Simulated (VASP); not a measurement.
# Mg in VASP: further runs, part 2 of 2

VASP 6.6.1.

## Step 3: Relaxation of the atoms, LDA

File INCAR:

```
ALGO = Normal
DIPOL = 0.5 0.5 0.500
EDIFF = 1E-7
EDIFFG = -0.01
ENCUT = 520
IBRION = 2
IDIPOL = 3
ISIF = 2
ISMEAR = -1
LASPH = T
LCHARG = F
LDIPOL = T
LREAL = F
LWAVE = F
NELM = 100
NSW = 60
PREC = Accurate
SIGMA = 0.1
```

File KPOINTS:

```
k-points
0
Gamma
  13 13 1
```

File POSCAR:

```
Mg
1.0
    3.1367078614      0.0000000000      0.0000000000
   -1.5683539307      2.7164686922      0.0000000000
    0.0000000000      0.0000000000     23.1581000000
Mg
5
Direct
    0.0000000000      0.0000000000      0.2806790386
    0.3333333340      0.6666666660      0.3903395195
    0.0000000000      0.0000000000      0.4999999997
    0.3333333340      0.6666666660      0.6096604805
    0.0000000000      0.0000000000      0.7193209614
```

Potentials or basis: VASP PAW LDA potentials, release 64 (Mg).

The run is started by

```console
cat potpaw_LDA.64/Mg/POTCAR > POTCAR
mpirun -np 1 vasp_std > vasp.out
```

OUTCAR:

```text
EDIFF = 1E-7
   EDIFFG = -0.01
   ENCUT = 520
   IBRION = 2
   ISIF = 2
   ISMEAR = -1
   LASPH = T
   LREAL = F
   NELM = 100
   NSW = 60
   PREC = Accurate

 ion  position               nearest neighbor table
   1  0.000  0.000  0.281-   2 3.12   2 3.12   2 3.12
   2  0.333  0.667  0.390-   3 3.12   3 3.12   3 3.12   1 3.12   1 3.12   1 3.12
   3  0.000  0.000  0.500-   2 3.12   2 3.12   2 3.12   4 3.12   4 3.12   4 3.12
   4  0.333  0.667  0.610-   3 3.12   3 3.12   5 3.12   5 3.12   3 3.12   5 3.12
   5  0.000  0.000  0.719-   4 3.12   4 3.12   4 3.12

  LATTYP: Found a hexagonal cell.
 ALAT       =     3.1367078614
 C/A-ratio  =     7.3829317307

  Lattice vectors:

 A1 = (   3.1367078614,   0.0000000000,   0.0000000000)
 A2 = (  -1.5683539307,   2.7164686922,   0.0000000000)
 A3 = (   0.0000000000,   0.0000000000,  23.1581000000)

Analysis of symmetry for initial positions (statically):
=====================================================================
 Subroutine PRICEL returns:
 Original cell was already a primitive cell.

 Routine SETGRP: Setting up the symmetry group for a
 hexagonal supercell.

 Subroutine GETGRP returns: Found 12 space group operations
 (whereof 12 operations were pure point group operations)
 out of a pool of 24 trial point group operations.

The static configuration has the point symmetry D_3h.
[... 436 lines left out ...]

 number of electron      10.0000000 magnetization

 dipolmoment           0.000000      0.000000      0.000000 electrons x Angstroem

 Free energy of the ion-electron system (eV)
  ---------------------------------------------------
  ext. energy  EPLUGINS =         0.00000000
  ---------------------------------------------------
  free energy    TOTEN  =        -8.39031347 eV

  energy without entropy =       -8.32238318  energy(sigma->0) =       -8.35634833

 E-fermi :  -0.1397     XC(G=0):  -5.6501

 val. band max:       -0.1906109950   @ k =   0.3846   0.0000   0.0000
 cond. band min:      -0.0804843812   @ k =   0.3077   0.3077   0.0000
 fundamental gap:      0.1101266138
 Fermi energy:        -0.1397111480

 k-point     1 :       0.0000    0.0000    0.0000
  band No.  band energies     occupation
      1      -7.1016      2.00000
      2      -6.5260      2.00000
      3      -5.6209      2.00000
      4      -4.3873      2.00000
      5      -2.8163      2.00000
      6      -1.3498      1.99999
      7       0.5911      0.00134
      8       2.2109      0.00000
      9       3.1421      0.00000
[... 229 lines left out ...]
 k-point    21 :       0.3077    0.3077    0.0000
  band No.  band energies     occupation
      1      -1.5014      2.00000
      2      -0.9708      1.99951
      3      -0.2274      1.41246
      4      -0.0805      0.71223
      5      -0.0031      0.40640
      6       0.2646      0.03447
      7       0.4802      0.00405
      8       1.0882      0.00001
      9       1.4258      0.00000

------------------------ aborting loop because EDIFF is reached ----------------------------------------

 vacuum level on the upper side and lower side of the slab       (xc-potential included)        -0.176        -0.176

  FORCE on cell =-STRESS in cart. coord.  units (eV):
  Direction    XX          YY          ZZ          XY          YZ          ZX
  --------------------------------------------------------------------------------------
  -------------------------------------------------------------------------------------
  Total       -1.4189952     -1.4189952      0.0085931      0.0000000      0.0000000      0.0000000
  in kB      -11.5215211    -11.5215211      0.0697717      0.0000000      0.0000000      0.0000000
  external PRESSURE =      -7.6577569 kB  Pullay stress =       0.0000000 kB
[... 20 lines left out ...]
  FREE ENERGIE OF THE ION-ELECTRON SYSTEM (eV)
  ---------------------------------------------------
  free  energy   TOTEN  =        -8.3903134739 eV

  energy  without entropy=       -8.3223831827  energy(sigma->0) =       -8.35634833

 reached required accuracy - stopping structural energy minimisation

 vacuum level on the upper side and lower side of the slab         3.565         3.565
```

CONTCAR:

```text
Mg
   1.00000000000000
     3.1367078614000001    0.0000000000000000    0.0000000000000000
    -1.5683539307000001    2.7164686921999999    0.0000000000000000
     0.0000000000000000    0.0000000000000000   23.1581000000000010
  Mg
     5
Direct
     0.0000000000000000    1.0000000000000000    0.2785164068387455
     0.3333333340000024    0.6666666659999976    0.3896533727169763
     0.0000000000000000    1.0000000000000000    0.4999999997000018
     0.3333333340000024    0.6666666659999976    0.6103466272830237
     0.0000000000000000    1.0000000000000000    0.7214835931612544

  0.00000000E+00  0.00000000E+00  0.00000000E+00
  0.00000000E+00  0.00000000E+00  0.00000000E+00
  0.00000000E+00  0.00000000E+00  0.00000000E+00
  0.00000000E+00  0.00000000E+00  0.00000000E+00
  0.00000000E+00  0.00000000E+00  0.00000000E+00
```

It took 75 s on 1 thread of Intel Xeon 6975P-C (Granite Rapids), shared host; peak memory 0.25 GiB.

What came out:

```
Free energy               : -8.3903 eV
Energy gained by relaxing : 0.5 meV/atom
Ionic steps               : 8
Band gap on the k mesh    : zero (bands 5 and 6 overlap by 1.53 eV)
```

Step by step:
```tsv
step	energy change (eV)	largest force (eV/Å)	pressure (GPa)
1	0.0000	0.0560	-0.60
2	-0.0003	0.0498	-0.61
3	-0.0010	0.0315	-0.64
4	-0.0011	0.0504	-0.69
5	-0.0013	0.0296	-0.66
6	-0.0015	0.0267	-0.67
7	-0.0020	0.0182	-0.70
8	-0.0024	0.0016	-0.77
```

Final structure:
```
CELL_PARAMETERS angstrom
3.13671 0.00000 0.00000
-1.56835 2.71647 0.00000
0.00000 0.00000 23.15810
ATOMIC_POSITIONS crystal
Mg 0.00000 0.00000 0.27852
Mg 0.33333 0.66667 0.38965
Mg 0.00000 0.00000 0.50000
Mg 0.33333 0.66667 0.61035
Mg 0.00000 0.00000 0.72148
```
